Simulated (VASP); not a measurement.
# C (P6/mmm) in VASP: relaxation of shape and atoms at fixed volume with PBE

Aim: the relaxation of shape and atoms at fixed volume of C with PBE.

All numbers are computed with VASP 6.6.1; they aren't measurements. Logs are shortened: lines on timing, memory, paths and dates and some standing lists are left out, and cuts for length are marked.

**1. The cell of the first run**

It takes space group P6/mmm (No. 191, hexagonal). Conventional cell: a = 4.559 Å, b = 4.559 Å, c = 0.970 Å, α = 90.00°, β = 90.00°, γ = 120.00°. C (site symmetry 6/mmm) has 2 C at 0.97 Å within 1.3 Å. C (site symmetry -6m2) has 2 C at 0.97 Å within 1.3 Å.

**2. Relaxation of shape and atoms at fixed volume, PBE**

INCAR reads:

```
SYSTEM = C
PREC = Accurate
ENCUT = 800
EDIFF = 1E-7
ISMEAR = -1
SIGMA = 0.05
LREAL = .False.
LASPH = .True.
NELM = 300
ALGO = All
ISIF = 4
LWAVE = .False.
LCHARG = .False.
GGA = PE
IBRION = 2
NSW = 50
EDIFFG = -0.005
GGA_COMPAT = .False.
NELMIN = 4
ISEARCH = 1
KPAR = 4
```

KPOINTS reads:

```
Automatic mesh
0
Gamma
  12 12 16
  0 0 0
```

POSCAR reads:

```
C
1.0
    4.5594635543      0.0000000000      0.0000000000
   -2.2797317772      3.9486112657      0.0000000000
    0.0000000000      0.0000000000      0.9696759605
C
3
Direct
    0.0000000000      0.0000000000      0.0000000000
    0.3333333333      0.6666666667      0.5000000000
    0.6666666667      0.3333333333      0.5000000000
```

Potentials or basis: VASP PAW PBE potentials, release 64 (C).

Command:

```console
$ cat potpaw_PBE.64/C/POTCAR > POTCAR
$ mpirun -np 4 vasp_std > vasp.out
```

OUTCAR:

```text
SYSTEM = C
   PREC = Accurate
   ENCUT = 800
   EDIFF = 1E-7
   ISMEAR = -1
   LREAL = .False.
   LASPH = .True.
   NELM = 300
   ISIF = 4
   GGA = PE
   IBRION = 2
   NSW = 50
   EDIFFG = -0.005
   NELMIN = 4

 ion  position               nearest neighbor table
   1  0.000  0.000  0.000-
   2  0.333  0.667  0.500-
   3  0.667  0.333  0.500-

  LATTYP: Found a hexagonal cell.
 ALAT       =     4.5594635543
 C/A-ratio  =     0.2126732562

  Lattice vectors:

 A1 = (   4.5594635543,   0.0000000000,   0.0000000000)
 A2 = (  -2.2797317772,   3.9486112657,   0.0000000000)
 A3 = (   0.0000000000,   0.0000000000,   0.9696759605)

Analysis of symmetry for initial positions (statically):
=====================================================================
 Subroutine PRICEL returns:
 Original cell was already a primitive cell.

 Routine SETGRP: Setting up the symmetry group for a
 hexagonal supercell.

 Subroutine GETGRP returns: Found 24 space group operations
 (whereof 24 operations were pure point group operations)
 out of a pool of 24 trial point group operations.

The static configuration has the point symmetry D_6h.

Analysis of symmetry for dynamics (positions and initial velocities):
=====================================================================
 Subroutine PRICEL returns:
 Original cell was already a primitive cell.

 Routine SETGRP: Setting up the symmetry group for a
 hexagonal supercell.

 Subroutine GETGRP returns: Found 24 space group operations
 (whereof 24 operations were pure point group operations)
 out of a pool of 24 trial point group operations.

The dynamic configuration has the point symmetry D_6h.

 Subroutine INISYM returns: Found 24 space group operations
 (whereof 24 operations are pure point group operations),
 and found     1 'primitive' translations

----------------------------------------------------------------------------------------

                                     Primitive cell

  volume of cell :      17.4576

  direct lattice vectors                    reciprocal lattice vectors
     4.559463554  0.000000000  0.000000000     0.219324047  0.126626798  0.000000000
    -2.279731777  3.948611266  0.000000000     0.000000000  0.253253595  0.000000000
     0.000000000  0.000000000  0.969675961     0.000000000  0.000000000  1.031272343

  length of vectors
     4.559463554  4.559463554  0.969675961     0.253253595  0.253253595  1.031272343

  position of ions in fractional coordinates (direct lattice)
     0.000000000  0.000000000  0.000000000
     0.333333333  0.666666667  0.500000000
     0.666666667  0.333333333  0.500000000

  ion indices of the primitive-cell ions
   primitive index   ion index
                 1           1
                 2           2
                 3           3

----------------------------------------------------------------------------------------

 KPOINTS: Automatic mesh

Automatic generation of k-mesh.
 Grid dimensions read from file:
 generate k-points for:   12   12   16

 Generating k-lattice:

  Cartesian coordinates                     Fractional coordinates (reciprocal lattice)
     0.018277004  0.010552233  0.000000000     0.083333333 -0.000000000  0.000000000
     0.000000000  0.021104466  0.000000000     0.000000000  0.083333333  0.000000000
     0.000000000  0.000000000  0.064454521     0.000000000  0.000000000  0.062500000

  Length of vectors
     0.021104466  0.021104466  0.064454521

  Shift w.r.t. Gamma in fractional coordinates (k-lattice)
     0.000000000  0.000000000  0.000000000

 Subroutine IBZKPT returns following result:
 ===========================================

 Found    171 irreducible k-points:

 Following reciprocal coordinates:
            Coordinates               Weight
  0.000000  0.000000  0.000000      1.000000
  0.083333 -0.000000  0.000000      6.000000
  0.166667 -0.000000  0.000000      6.000000
  0.250000 -0.000000  0.000000      6.000000
  0.333333  0.000000  0.000000      6.000000
  0.416667 -0.000000  0.000000      6.000000
[... 16 lines left out ...]
  0.250000 -0.000000  0.062500     12.000000
  0.333333  0.000000  0.062500     12.000000
 [... further k-points ...]
   k-points           NKPTS =    171   k-points in BZ     NKDIM =    171   number of bands    NBANDS=     10
   number of dos      NEDOS =    301   number of ions     NIONS =      3
   total plane-waves  NPLWV =  17640
   dimension x,y,z NGX =    42 NGY =   42 NGZ =   10
   dimension x,y,z NGXF=    84 NGYF=   84 NGZF=   20
   ions per type =               3
   NGX,Y,Z   is equivalent  to a cutoff of  15.31, 15.31, 17.14 a.u.
   NGXF,Y,Z  is equivalent  to a cutoff of  30.63, 30.63, 34.29 a.u.
 SYSTEM =  C
   PREC   = accura    normal or accurate (medium, high low for compatibility)
   ISTART =      0    job   : 0-new  1-cont  2-samecut
   ICHARG =      2    charge: 1-file 2-atom 10-const
   ISPIN  =      1    spin polarized calculation?
   LNONCOLLINEAR =      F non collinear calculations
   LSORBIT =      F    spin-orbit coupling
   LASPH  =      T    aspherical Exc in radial PAW
   ENCUT  =  800.0 eV  58.80 Ry    7.67 a.u.  10.52 10.52  2.24*2*pi/ulx,y,z
   NELM   =    300;   NELMIN=  4; NELMDL= -5     # of ELM steps
   EDIFF  = 0.1E-06   stopping-criterion for ELM
   LREAL  =      F    real-space projection
   EDIFFG = -.5E-02   stopping-criterion for IOM
   NSW    =     50    number of steps for IOM
   IBRION =      2    ionic relax: 0-MD 1-quasi-New 2-CG
   NFREE  =      1    steps in history (QN), initial steepest desc. (CG)
   ISIF   =      4    stress and relaxation
   ISYM   =      2    0-nonsym 1-usesym 2-fastsym
   POTIM  = 0.5000    time-step for ionic-motion
   TEBEG  =    0.0;   TEEND  =   0.0 temperature during run
   PSTRESS=    0.0 pullay stress
   NELECT =      12.0000    total number of electrons
   NUPDOWN=      -1.0000    fix difference up-down
   EMIN   =  10.00;   EMAX   =-10.00  energy-range for DOS
   EFERMI =   0.00;   METHOD = LEGACY
   ISMEAR =    -1;   SIGMA  =   0.05  broadening in eV -4-tet -1-fermi 0-gaus
   EFERMI_NEDOS =   21; number of points for ismear=-14 and -15
   IALGO  =     58    algorithm
   IMIX   =      4    mixing-type and parameters
     AMIX     =   0.40;   BMIX     =  1.00
     AMIX_MAG =   1.60;   BMIX_MAG =  1.00
  volume/ion in A,a.u.               =       5.82        39.27
  Fermi-wavevector in a.u.,A,eV,Ry     =   1.444798  2.730271 28.401345  2.087440
  Thomas-Fermi vector in A             =   2.563052
   LORBIT       =      0    0 simple, 1 ext, 2 COOP (PROOUT), +10 PAW based schemes
   GGA     = PE    functional components
   LHFCALC =     F    Hartree Fock is set to
   AEXX    =    0.0000 exact exchange contribution
   IVDW    =     0    specifies the selected vdW correction
   LEPSILON=     F    determine dielectric tensor
   LRPA    =     F    only Hartree local field effects (RPA)
 conjugate gradient relaxation of ions
 non-spin polarized calculation
  energy-cutoff  :      800.00
  volume of cell :       17.46
 maximum number of plane-waves:       924
   NGX = 21   NGY = 21   NGZ =  5

--------------------------------------- Ionic step        1  -------------------------------------------

 number of electron      11.9999999 magnetization

 Free energy of the ion-electron system (eV)
  ---------------------------------------------------
  ext. energy  EPLUGINS =         0.00000000
  ---------------------------------------------------
  free energy    TOTEN  =        -3.00900427 eV

  energy without entropy =       -3.00725442  energy(sigma->0) =       -3.00812935

------------------------ aborting loop because EDIFF is reached ----------------------------------------

  FORCE on cell =-STRESS in cart. coord.  units (eV):
  Direction    XX          YY          ZZ          XY          YZ          ZX
  --------------------------------------------------------------------------------------
  -------------------------------------------------------------------------------------
  Total        4.8339819      4.8339819    170.6216095     -0.0000000     -0.0000000     -0.0000000
  in kB      443.6401553    443.6401553  15658.8498246     -0.0000000     -0.0000000     -0.0000000
  external PRESSURE =    5515.3767117 kB  Pullay stress =       0.0000000 kB
[... 22 lines left out ...]
  energy  without entropy=       -3.0072543744  energy(sigma->0) =       -3.00812932

--------------------------------------- Ionic step        2  -------------------------------------------

 number of electron      12.0183140 magnetization

 E-fermi :  20.9711     XC(G=0): -12.9682

 val. band max:       20.9220269521   @ k =   0.2500   0.1667   0.2500
 cond. band min:      21.0028785270   @ k =   0.1667   0.0833   0.0000
 fundamental gap:      0.0808515748
 Fermi energy:        20.9710565823

 k-point     1 :       0.0000    0.0000    0.0000
  band No.  band energies     occupation
      1     -54.9934      2.00000
      2     -14.9596      2.00000
      3     -10.4116      2.00000
      4     -10.4116      2.00000
      5       1.2298      2.00000
      6       7.2148      2.00000
      7       7.2148      2.00000
      8      18.7936      2.00000
      9      25.5953      0.00000
     10      44.3790      0.00000
[... 481 lines left out ...]
  energy  without entropy=      -20.6110883248  energy(sigma->0) =      -20.61307708

--------------------------------------- Ionic step        7  -------------------------------------------

 number of electron      12.0000002 magnetization

 Free energy of the ion-electron system (eV)
  ---------------------------------------------------
  ext. energy  EPLUGINS =         0.00000000
  ---------------------------------------------------
  free energy    TOTEN  =       -20.61507142 eV

  energy without entropy =      -20.61109899  energy(sigma->0) =      -20.61308521

 E-fermi :   9.2100     XC(G=0): -13.1066

 val. band max:        9.1904844301   @ k =   0.5000  -0.0000   0.1875
 cond. band min:       9.2173390579   @ k =   0.2500  -0.0000   0.1250
 fundamental gap:      0.0268546277
 Fermi energy:         9.2100161003

 k-point     1 :       0.0000    0.0000    0.0000
  band No.  band energies     occupation
      1     -12.2416      2.00000
      2      -6.1921      2.00000
      3      -6.1832      2.00000
      4       0.0123      2.00000
      5       0.0123      2.00000
      6       0.0149      2.00000
      7       0.0149      2.00000
      8       8.4976      2.00000
      9       8.4976      2.00000
     10      24.3122      0.00000
[... 329 lines left out ...]
  FREE ENERGIE OF THE ION-ELECTRON SYSTEM (eV)
  ---------------------------------------------------
  free  energy   TOTEN  =       -20.6150714201 eV

  energy  without entropy=      -20.6110990835  energy(sigma->0) =      -20.61308525

 reached required accuracy - stopping structural energy minimisation
```

Run time: 2.1 min. Hardware: 4 MPI ranks of Intel Xeon 6975P-C (Granite Rapids), shared host; peak memory 0.22 GiB.

Results:

- Free energy: -20.6151 eV
- Pressure after relaxing: 121.7 GPa
- Band gap on the k mesh: zero (bands 6 and 7 overlap by 18.75 eV)

Final structure:
```
CELL_PARAMETERS angstrom
4.03090 0.00000 0.00000
-2.01545 3.49086 0.00000
0.00000 0.00000 1.24065
ATOMIC_POSITIONS crystal
C 0.00000 0.00000 0.00000
C 0.33333 0.66667 0.50000
C 0.66667 0.33333 0.50000
```

Caveat: the k points lie up to 0.32 Å⁻¹ apart in the final cell, too coarse for converged energies and pressures of a metal; a cell axis changed by over 15 % at a fixed basis, so the end point is rough.

The gap in the log of VASP goes by the Fermi energy; the results here count the filled bands.